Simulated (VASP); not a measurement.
# MgB2 (P6/mmm) in VASP: further runs, part 2 of 2

VASP 6.6.1. The steps go on from the part before.

## Step 3: Relaxation of shape and atoms at fixed volume, PBEsol (volume scaled by 0.88)

File INCAR:

```
PREC = Accurate
ENCUT = 600
EDIFF = 1E-7
ISMEAR = 0
SIGMA = 0.1
LREAL = False
LASPH = True
NELM = 100
ALGO = Normal
ISIF = 4
LWAVE = False
LCHARG = False
GGA = PS
IBRION = 2
NSW = 50
EDIFFG = -0.01
```

File KPOINTS:

```
regular mesh
0
Gamma
  18 18 12
```

File POSCAR:

```
MgB2
1.0
    2.9554850337      0.0000000000      0.0000000000
   -1.4777425168      2.5595251197      0.0000000000
    0.0000000000      0.0000000000      3.3072127670
Mg B
1 2
Direct
    0.0000000000      0.0000000000      0.0000000000
    0.3333333333      0.6666666667      0.5000000000
    0.6666666667      0.3333333333      0.5000000000
```

Potentials or basis: VASP PAW PBE potentials, release 64 (Mg, B).

Started as:

```sh
$ cat potpaw_PBE.64/Mg/POTCAR potpaw_PBE.64/B/POTCAR > POTCAR
$ mpirun -np 1 vasp_std > vasp.out
```

OUTCAR:

```text
PREC = Accurate
   ENCUT = 600
   EDIFF = 1E-7
   ISMEAR = 0
   LREAL = False
   LASPH = True
   NELM = 100
   ISIF = 4
   GGA = PS
   IBRION = 2
   NSW = 50
   EDIFFG = -0.01

 ion  position               nearest neighbor table
   1  0.000  0.000  0.000-   2 2.38   3 2.38   2 2.38   3 2.38   2 2.38   2 2.38   3 2.38   3 2.38
                             3 2.38   3 2.38   2 2.38   2 2.38
   2  0.333  0.667  0.500-   3 1.71   3 1.71   3 1.71   1 2.38   1 2.38   1 2.38   1 2.38   1 2.38
                             1 2.38
   3  0.667  0.333  0.500-   2 1.71   2 1.71   2 1.71   1 2.38   1 2.38   1 2.38   1 2.38   1 2.38
                             1 2.38

[... 513 lines left out ...]
  -------------------------------------------------------------------------------------
  Total        3.7514837      3.7514837      3.7110560      0.0000000     -0.0000000      0.0000000
  in kB      240.2499751    240.2499751    237.6609334      0.0000000     -0.0000000      0.0000000
  external PRESSURE =     239.3869612 kB  Pullay stress =       0.0000000 kB

 VOLUME and BASIS-vectors are now :
 -----------------------------------------------------------------------------
  energy-cutoff  :      600.00
  volume of cell :       25.02
      direct lattice vectors                 reciprocal lattice vectors
     2.962486791  0.000000000  0.000000000     0.337554248  0.194887036  0.000000000
    -1.481243395  2.565588819 -0.000000000    -0.000000000  0.389774072  0.000000000
     0.000000000 -0.000000000  3.291598226    -0.000000000  0.000000000  0.303803785

 POSITION                                       TOTAL-FORCE (eV/Angst)
 -----------------------------------------------------------------------------------
      2.96249      0.00000      0.00000         0.000000     -0.000000      0.000000
     -0.00000      1.71039      1.64580         0.000000     -0.000000      0.000000
      1.48124      0.85520      1.64580        -0.000000      0.000000     -0.000000
 -----------------------------------------------------------------------------------
    total drift:                                0.000000     -0.000000      0.000000

  FREE ENERGIE OF THE ION-ELECTRON SYSTEM (eV)
  ---------------------------------------------------
  free  energy   TOTEN  =       -15.9964406495 eV

  energy  without entropy=      -15.9933367042  energy(sigma->0) =      -15.99488868

 reached required accuracy - stopping structural energy minimisation
```

OSZICAR:

```text
N       E                     dE             d eps       ncg     rms          rms(c)
DAV:   1     0.873788014114E+01    0.87379E+01   -0.44623E+03  4384   0.969E+02
DAV:   2    -0.175314588957E+02   -0.26269E+02   -0.25108E+02  5944   0.127E+02
DAV:   3    -0.178182882451E+02   -0.28683E+00   -0.28442E+00  5576   0.159E+01
[... 13 lines left out ...]
DAV:   2    -0.159965583457E+02    0.65519E-03   -0.13628E-03  5520   0.254E-01    0.436E-02
DAV:   3    -0.159964434624E+02    0.11488E-03   -0.43785E-04  5024   0.122E-01    0.904E-03
DAV:   4    -0.159964409805E+02    0.24819E-05   -0.14599E-05  4984   0.314E-02    0.215E-03
DAV:   5    -0.159964406713E+02    0.30921E-06   -0.12445E-06  5008   0.687E-03    0.386E-04
DAV:   6    -0.159964406495E+02    0.21861E-07   -0.14028E-08  3672   0.119E-03
   2 F= -.15996441E+02 E0= -.15994889E+02  d E =-.111538E-02
```

CONTCAR:

```text
MgB2
   1.00000000000000
     2.9624867907999466    0.0000000000036590    0.0000000000000000
    -1.4812433953466861    2.5655888192192844   -0.0000000000000000
     0.0000000000000000   -0.0000000000000000    3.2915982259305623
  Mg              B
     1     2
Direct
     1.0000000000000000    0.0000000000000000    0.0000000000000000
     0.3333333332999970    0.6666666667000030    0.5000000000000000
     0.6666666667000030    0.3333333332999970    0.5000000000000000

  0.00000000E+00  0.00000000E+00  0.00000000E+00
  0.00000000E+00  0.00000000E+00  0.00000000E+00
  0.00000000E+00  0.00000000E+00  0.00000000E+00
```

It took 25 s on 1 thread of Intel Xeon 6975P-C (Granite Rapids), shared host; peak memory 0.2 GiB.

Results:

```
Free energy               : -15.9964 eV
Energy gained by relaxing : 0.4 meV/atom
Ionic steps               : 2
Pressure after relaxing   : 23.9 GPa
Band gap on the k mesh    : zero (band 4 reaches 8.39 eV, above the bottom of band 5 at 3.96 eV)
```

The path:
| step | energy change (eV) | largest force (eV/Å) | pressure (GPa) | volume (Å³) |
| --- | --- | --- | --- | --- |
| 1 | 0.0000 | 0.0000 | 24.30 | 25.02 |
| 2 | -0.0011 | 0.0000 | 23.94 | 25.02 |

Final structure:
```cif
data_structure
_symmetry_space_group_name_H-M 'P 1'
_symmetry_Int_Tables_number 1
_cell_length_a 2.9625
_cell_length_b 2.9625
_cell_length_c 3.2916
_cell_angle_alpha 90.000
_cell_angle_beta 90.000
_cell_angle_gamma 120.000
_cell_volume 25.02
loop_
_atom_site_label
_atom_site_type_symbol
_atom_site_fract_x
_atom_site_fract_y
_atom_site_fract_z
_atom_site_occupancy
Mg1 Mg 0.00000 0.00000 0.00000 1
B1 B 0.33333 0.66667 0.50000 1
B2 B 0.66667 0.33333 0.50000 1
```

Caveat: the cell differs from its parent crystal (volume scaled by 0.88); the PAW data sets were made with another functional, which shifts forces and pressure a little.

## Step 4: Relaxation of shape and atoms at fixed volume, PBEsol (volume scaled by 0.91)

File INCAR:

```
PREC = Accurate ; ENCUT = 600
EDIFF = 1E-7 ; ISMEAR = 0
SIGMA = 0.1 ; LREAL = F
LASPH = T ; NELM = 100
ALGO = Normal ; ISIF = 4
LWAVE = F ; LCHARG = F
GGA = PS ; IBRION = 2
NSW = 50 ; EDIFFG = -0.01
```

KPOINTS is that of step 3.

File POSCAR:

```
MgB2
1.0
    2.9820281804      0.0000000000      0.0000000000
   -1.4910140902      2.5825121591      0.0000000000
    0.0000000000      0.0000000000      3.3593472496
Mg B
1 2
Direct
    0.0000000000      0.0000000000      0.0000000000
    0.3333333333      0.6666666667      0.5000000000
    0.6666666667      0.3333333333      0.5000000000
```

Started as:

```sh
$ cat potpaw_PBE.64/Mg/POTCAR potpaw_PBE.64/B/POTCAR > POTCAR
$ mpirun -np 1 vasp_std > vasp.out
```

Run time: 26 s. Hardware: 1 thread of Intel Xeon 6975P-C (Granite Rapids), shared host; peak memory 0.2 GiB.

Results (log left out):

```yaml
Free_energy: -16.1041 eV
Energy_gained_by_relaxing: 0.4 meV/atom
Ionic_steps: 2
Pressure_after_relaxing: 16.6 GPa
Band_gap_on_the_k_mesh: zero (band 4 reaches 8.06 eV, above the bottom of band 5 at 3.77 eV)
```

Stress tensor (GPa, compression positive):
```
16.64  0.00  0.00
 0.00 16.64  0.00
 0.00  0.00 16.52
```

The path:
```csv
step,energy change (eV),largest force (eV/Å),pressure (GPa),volume (Å³)
1,0.0000,0.0000,16.95,25.87
2,-0.0011,0.0000,16.60,25.87
```

Final structure:
```xyz
3
Lattice="2.9890 0.0000 0.0000 -1.4945 2.5886 0.0000 0.0000 0.0000 3.3436" Properties=species:S:1:pos:R:3 pbc="T T T"
Mg    0.0000    0.0000    0.0000
B     0.0000    1.7257    1.6718
B     1.4945    0.8629    1.6718
```

Levels at points of the mesh, in eV from the Fermi level:
```csv
k point,band 2,band 3,band 4,band 5,band 6,band 7
"(0.00, 0.00, 0.00)",-2.89,0.39,0.39,2.30,6.62,6.62
"(0.50, 0.00, 0.00)",-8.31,-2.34,0.36,3.53,4.00,6.21
"(0.00, 0.00, 0.50)",-7.91,0.87,0.87,6.92,6.92,8.45
"(0.50, 0.00, 0.50)",-7.25,-3.85,-2.02,-1.37,6.38,9.56
```

Caveat: the cell differs from its parent crystal (volume scaled by 0.91); the PAW data sets were made with another functional, which shifts forces and pressure a little.

## Step 5: Summary

| task | cell | cutoff (eV) | gap on the mesh (eV) | pressure (GPa) |
| --- | --- | --- | --- | --- |
| single point | a = 3.142, b = 3.142, c = 3.658 Å, angles 90.0, 90.0, 120.0°, 3 atoms | 520 | none | -11.9 |
| relaxation of shape and atoms at fixed volume | relaxed from a = 2.955, b = 2.955, c = 3.307 Å, angles 90.0, 90.0, 120.0°, 3 atoms | 600 | none | 23.9 |
| relaxation of shape and atoms at fixed volume | relaxed from a = 2.982, b = 2.982, c = 3.359 Å, angles 90.0, 90.0, 120.0°, 3 atoms | 600 | none | 16.6 |

Alike in all rows: level PBEsol; potentials or basis VASP PAW PBE potentials, release 64 (Mg, B); no spin polarisation; k mesh 18 × 18 × 12; smearing gaussian 0.1 eV.

Caveats: the PAW data sets were made with another functional, which shifts forces and pressure a little.

Total energies depend on the potentials used, so only differences within one code and one set of settings carry meaning.
